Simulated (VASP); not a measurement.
# F (P6_3/mmc) in VASP: single point with PBE

Aim: the single point of F with PBE.

All numbers are computed with VASP 6.6.1; they aren't measurements. Logs are shortened: lines on timing, memory, paths and dates and some standing lists are left out, and cuts for length are marked.

## Step 1: The cell of the first run

Symmetry: P6_3/mmc, No. 194, hexagonal system. The conventional cell has a = 2.530 Å, b = 2.530 Å, c = 8.192 Å, α = 90.00°, β = 90.00°, γ = 120.00°. Within 3.3 Å of F (site symmetry -3m) lie 12 F at 2.52 to 2.53 Å. F (site symmetry -6m2) has 12 F at 2.52 to 2.53 Å within 3.3 Å.

## Step 2: Single point, PBE

Input file INCAR:

```
  PREC = Accurate
  ENCUT = 520
  EDIFF = 1E-6
  ISMEAR = -1
  SIGMA = 0.0662
  LREAL = False
  LASPH = True
  NELM = 100
  ALGO = Normal
  ISIF = 2
  LWAVE = False
  LCHARG = False
  GGA = PE
  NBANDS = 22
```

Input file KPOINTS:

```
Automatic mesh
0
Gamma
  15 15 4
```

Input file POSCAR:

```
F
1.0
    1.2648860000      2.1908450000      0.0000000000
   -1.2648860000      2.1908450000      0.0000000000
    0.0000000000      0.0000000000      8.1922650000
F
4
Direct
    0.0000000000      0.0000000000      0.0000000000
    0.0000000000      0.0000000000      0.5000000000
    0.3333300000      0.3333400000      0.7500000000
    0.6666600000      0.6666700000      0.2500000000
```

Potentials or basis: VASP PAW PBE potentials, release 64 (F).

Run with:

```
$ cat potpaw_PBE.64/F/POTCAR > POTCAR
$ mpirun -np 1 vasp_std > vasp.out
```

OUTCAR:

```text
PREC = Accurate
   ENCUT = 520
   EDIFF = 1E-6
   ISMEAR = -1
   LREAL = False
   LASPH = True
   NELM = 100
   ISIF = 2
   GGA = PE

 ion  position               nearest neighbor table
   1  0.000  0.000  0.000-
   2  0.000  0.000  0.500-
   3  0.333  0.333  0.750-
   4  0.667  0.667  0.250-

  LATTYP: Found a hexagonal cell.
 ALAT       =     2.5297704258
 C/A-ratio  =     3.2383432570

  Lattice vectors:

 A1 = (   1.2648860000,  -2.1908450000,   0.0000000000)
 A2 = (   1.2648860000,   2.1908450000,   0.0000000000)
 A3 = (   0.0000000000,   0.0000000000,   8.1922650000)

Analysis of symmetry for initial positions (statically):
=====================================================================
 Subroutine PRICEL returns:
 Original cell was already a primitive cell.

 Routine SETGRP: Setting up the symmetry group for a
 hexagonal supercell.

 Subroutine GETGRP returns: Found  4 space group operations
 (whereof  2 operations were pure point group operations)
 out of a pool of 24 trial point group operations.

The static configuration has the point symmetry C_2 .
 The point group associated with its full space group is C_2v.

Analysis of symmetry for dynamics (positions and initial velocities):
=====================================================================
 Subroutine PRICEL returns:
 Original cell was already a primitive cell.

 Routine SETGRP: Setting up the symmetry group for a
 hexagonal supercell.

 Subroutine GETGRP returns: Found  4 space group operations
 (whereof  2 operations were pure point group operations)
 out of a pool of 24 trial point group operations.

The dynamic configuration has the point symmetry C_2 .
 The point group associated with its full space group is C_2v.

 Subroutine INISYM returns: Found  4 space group operations
 (whereof  2 operations are pure point group operations),
 and found     1 'primitive' translations

----------------------------------------------------------------------------------------

                                     Primitive cell

  volume of cell :      45.4043

  direct lattice vectors                    reciprocal lattice vectors
     1.264886000  2.190845000  0.000000000     0.395292540  0.228222444  0.000000000
    -1.264886000  2.190845000  0.000000000    -0.395292540  0.228222444  0.000000000
     0.000000000  0.000000000  8.192265000     0.000000000  0.000000000  0.122066364

  length of vectors
     2.529770426  2.529770426  8.192265000     0.456444604  0.456444604  0.122066364

  position of ions in fractional coordinates (direct lattice)
     0.000000000  0.000000000  0.000000000
     0.000000000  0.000000000  0.500000000
     0.333330000  0.333340000  0.750000000
     0.666660000  0.666670000  0.250000000

  ion indices of the primitive-cell ions
   primitive index   ion index
                 1           1
                 2           2
                 3           3
                 4           4

----------------------------------------------------------------------------------------

 KPOINTS: Automatic mesh

Automatic generation of k-mesh.
 Grid dimensions read from file:
 generate k-points for:   15   15    4

 Generating k-lattice:

  Cartesian coordinates                     Fractional coordinates (reciprocal lattice)
     0.026352836  0.015214830  0.000000000     0.066666667  0.000000000  0.000000000
    -0.026352836  0.015214830  0.000000000     0.000000000  0.066666667  0.000000000
     0.000000000  0.000000000  0.030516591     0.000000000  0.000000000  0.250000000

  Length of vectors
     0.030429640  0.030429640  0.030516591

  Shift w.r.t. Gamma in fractional coordinates (k-lattice)
     0.000000000  0.000000000  0.000000000

 Subroutine IBZKPT returns following result:
 ===========================================

 Found    192 irreducible k-points:

 Following reciprocal coordinates:
            Coordinates               Weight
  0.000000  0.000000  0.000000      1.000000
  0.066667  0.000000  0.000000      4.000000
  0.066667  0.066667  0.000000      2.000000
  0.133333  0.000000  0.000000      4.000000
  0.133333  0.133333  0.000000      2.000000
  0.200000 -0.000000  0.000000      4.000000
[... 16 lines left out ...]
 -0.066667  0.200000  0.000000      4.000000
  0.333333  0.066667  0.000000      4.000000
 [... further k-points ...]
   k-points           NKPTS =    192   k-points in BZ     NKDIM =    192   number of bands    NBANDS=     22
   number of dos      NEDOS =    301   number of ions     NIONS =      4
   total plane-waves  NPLWV =  25600
   dimension x,y,z NGX =    20 NGY =   20 NGZ =   64
   dimension x,y,z NGXF=    40 NGYF=   40 NGZF=  128
   ions per type =               4
   NGX,Y,Z   is equivalent  to a cutoff of  13.14, 13.14, 12.99 a.u.
   NGXF,Y,Z  is equivalent  to a cutoff of  26.29, 26.29, 25.98 a.u.
 SYSTEM =  unknown system
   PREC   = accura    normal or accurate (medium, high low for compatibility)
   ISTART =      0    job   : 0-new  1-cont  2-samecut
   ICHARG =      2    charge: 1-file 2-atom 10-const
   ISPIN  =      1    spin polarized calculation?
   LNONCOLLINEAR =      F non collinear calculations
   LSORBIT =      F    spin-orbit coupling
   LASPH  =      T    aspherical Exc in radial PAW
   ENCUT  =  520.0 eV  38.22 Ry    6.18 a.u.   4.70  4.70 15.23*2*pi/ulx,y,z
   NELM   =    100;   NELMIN=  2; NELMDL= -5     # of ELM steps
   EDIFF  = 0.1E-05   stopping-criterion for ELM
   LREAL  =      F    real-space projection
   EDIFFG = 0.1E-04   stopping-criterion for IOM
   NSW    =      0    number of steps for IOM
   IBRION =     -1    ionic relax: 0-MD 1-quasi-New 2-CG
   NFREE  =      0    steps in history (QN), initial steepest desc. (CG)
   ISIF   =      2    stress and relaxation
   ISYM   =      2    0-nonsym 1-usesym 2-fastsym
   POTIM  = 0.5000    time-step for ionic-motion
   TEBEG  =    0.0;   TEEND  =   0.0 temperature during run
   PSTRESS=    0.0 pullay stress
   NELECT =      28.0000    total number of electrons
   NUPDOWN=      -1.0000    fix difference up-down
   EMIN   =  10.00;   EMAX   =-10.00  energy-range for DOS
   EFERMI =   0.00;   METHOD = LEGACY
   ISMEAR =    -1;   SIGMA  =   0.07  broadening in eV -4-tet -1-fermi 0-gaus
   EFERMI_NEDOS =   21; number of points for ismear=-14 and -15
   IALGO  =     38    algorithm
   IMIX   =      4    mixing-type and parameters
     AMIX     =   0.40;   BMIX     =  1.00
     AMIX_MAG =   1.60;   BMIX_MAG =  1.00
  volume/ion in A,a.u.               =      11.35        76.60
  Fermi-wavevector in a.u.,A,eV,Ry     =   1.393462  2.633262 26.418931  1.941737
  Thomas-Fermi vector in A             =   2.517106
   LORBIT       =      0    0 simple, 1 ext, 2 COOP (PROOUT), +10 PAW based schemes
   GGA     = PE    functional components
[... 5 lines left out ...]
 non-spin polarized calculation
  energy-cutoff  :      520.00
  volume of cell :       45.40
 maximum number of plane-waves:      1243
   NGX =  9   NGY =  9   NGZ = 31

 number of electron      28.0000029 magnetization

 Free energy of the ion-electron system (eV)
  ---------------------------------------------------
  ext. energy  EPLUGINS =         0.00000000
  ---------------------------------------------------
  free energy    TOTEN  =        -3.06205098 eV

  energy without entropy =       -2.85736219  energy(sigma->0) =       -2.95970658

 E-fermi :  -4.4645     XC(G=0):  -9.6882

 val. band max:       -4.4649151930   @ k =  -0.0667   0.4000   0.5000
 cond. band min:      -4.4643115135   @ k =   0.2667   0.1333   0.2500
 fundamental gap:      0.0006036795
 Fermi energy:        -4.4644967128

 k-point     1 :       0.0000    0.0000    0.0000
  band No.  band energies     occupation
      1     -25.5058      2.00000
      2     -24.9308      2.00000
      3     -24.9242      2.00000
      4     -24.2754      2.00000
      5      -7.6897      2.00000
      6      -5.9672      2.00000
[... 14 lines left out ...]
     21      16.3529      0.00000
     22      21.8181      0.00000

 k-point     2 :       0.0667    0.0000    0.0000
  band No.  band energies     occupation
      1     -25.4645      2.00000
      2     -24.8987      2.00000
      3     -24.8920      2.00000
      4     -24.2552      2.00000
      5      -7.6342      2.00000
      6      -5.9783      2.00000
[... 14 lines left out ...]
     21      16.3360      0.00000
     22      21.8003      0.00000

 k-point     3 :       0.0667    0.0667    0.0000
  band No.  band energies     occupation
      1     -25.4645      2.00000
      2     -24.8987      2.00000
      3     -24.8920      2.00000
      4     -24.2552      2.00000
      5      -7.6342      2.00000
      6      -5.9783      2.00000
[... 14 lines left out ...]
     21      16.3360      0.00000
     22      21.8002      0.00000

 k-point     4 :       0.1333    0.0000    0.0000
  band No.  band energies     occupation
      1     -25.3452      2.00000
      2     -24.8068      2.00000
      3     -24.8001      2.00000
      4     -24.1989      2.00000
      5      -7.4722      2.00000
      6      -6.0341      2.00000
[... 14 lines left out ...]
     21      16.2889      0.00000
     22      21.7012      0.00000

 k-point     5 :       0.1333    0.1333    0.0000
  band No.  band energies     occupation
      1     -25.3452      2.00000
      2     -24.8068      2.00000
      3     -24.8001      2.00000
      4     -24.1989      2.00000
      5      -7.4722      2.00000
      6      -6.0341      2.00000
[... 417 lines left out ...]
 k-point    22 :       0.2000    0.2667    0.0000
  band No.  band energies     occupation
      1     -25.0267      2.00000
      2     -24.5705      2.00000
      3     -24.5633      2.00000
      4     -24.0668      2.00000
      5      -7.0311      2.00000
      6      -6.3853      2.00000
[... 14 lines left out ...]
     21      17.2282      0.00000
     22      20.7355      0.00000

 k-point    23 :      -0.0667    0.2000    0.0000
  band No.  band energies     occupation
      1     -25.0267      2.00000
      2     -24.5705      2.00000
      3     -24.5633      2.00000
      4     -24.0668      2.00000
      5      -7.0311      2.00000
      6      -6.3853      2.00000
[... 14 lines left out ...]
     21      17.2282      0.00000
     22      20.7355      0.00000

 k-point    24 :       0.3333    0.0667    0.0000
  band No.  band energies     occupation
      1     -24.7915      2.00000
      2     -24.4075      2.00000
      3     -24.3996      2.00000
      4     -23.9907      2.00000
      5      -6.8130      2.00000
      6      -6.7764      2.00000
[... 14 lines left out ...]
     21      17.9700      0.00000
     22      19.1666      0.00000

 [... further k-points ...]
[... 5 lines left out ...]
  --------------------------------------------------------------------------------------
  -------------------------------------------------------------------------------------
  Total       -1.1371755     -1.1371284     -1.3882637      0.0000000      0.0000000      0.0000000
  in kB      -40.1274030    -40.1257408    -48.9875290      0.0000000      0.0000000      0.0000000
  external PRESSURE =     -43.0802243 kB  Pullay stress =       0.0000000 kB

 VOLUME and BASIS-vectors are now :
 -----------------------------------------------------------------------------
  energy-cutoff  :      520.00
  volume of cell :       45.40
      direct lattice vectors                 reciprocal lattice vectors
     1.264886000  2.190845000  0.000000000     0.395292540  0.228222444  0.000000000
    -1.264886000  2.190845000  0.000000000    -0.395292540  0.228222444  0.000000000
     0.000000000  0.000000000  8.192265000     0.000000000  0.000000000  0.122066364

 POSITION                                       TOTAL-FORCE (eV/Angst)
 -----------------------------------------------------------------------------------
      0.00000      0.00000      0.00000         0.000011      0.000000      0.000000
      0.00000      0.00000      4.09613         0.000011      0.000000      0.000000
     -0.00001      1.46057      6.14420        -0.000011      0.000013     -0.000000
     -0.00001      2.92112      2.04807        -0.000011     -0.000013      0.000000
 -----------------------------------------------------------------------------------
    total drift:                               -0.000001     -0.000000     -0.000000

  FREE ENERGIE OF THE ION-ELECTRON SYSTEM (eV)
  ---------------------------------------------------
  free  energy   TOTEN  =        -3.0620509760 eV

  energy  without entropy=       -2.8573621893  energy(sigma->0) =       -2.95970658
```

It took 64 s on 1 thread of Intel Xeon 6975P-C (Granite Rapids), shared host; peak memory 0.25 GiB.

Results:

- Free energy: -3.0621 eV
- Pressure: -4.3 GPa
- Band gap on the k mesh: zero (bands 14 and 15 overlap by 0.76 eV)

Stress tensor (GPa, compression positive):
```
-4.01  0.00  0.00
 0.00 -4.01  0.00
 0.00  0.00 -4.90
```

Levels at points of the mesh, in eV from the Fermi level:
```csv
k point,band 12,band 13,band 14,band 15,band 16,band 17
"(0.00, 0.00, 0.00)",0.26,0.26,0.43,0.43,0.46,12.89
"(0.00, 0.00, 0.50)",0.13,0.38,0.38,0.38,0.38,13.67
```

Caveat: the cell stands under tension; the atoms stand far beyond bonding distance, and open shells without spin polarisation read as a metal.
